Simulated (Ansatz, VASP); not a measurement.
# Nb: VASP beside Ansatz

```xyz
1
Lattice="-1.6391 1.6391 1.6391 1.6391 -1.6391 1.6391 1.6391 1.6391 -1.6391" Properties=species:S:1:pos:R:3 pbc="T T T"
Nb    0.0000    0.0000    0.0000
```

Alike in both runs: task single point; functional revPBE; k mesh 22 × 22 × 22; occupations fermi-dirac, width 0.1 eV; no spin polarisation.

```csv
,VASP,Ansatz
version,VASP 6.6.1,Ansatz 0.2.0
potentials or method,"VASP PAW PBE potentials, release 64 (Nb_sv), cutoff 520 eV","plane waves (420 eV) with PAW, scalar-relativistic"
valence electrons in the cell,13,13
```

```tsv
	VASP	Ansatz	Ansatz less VASP
pressure (GPa)	7.2	7.6	+0.36
```

VASP's potentials were made for PBE, not for revPBE.
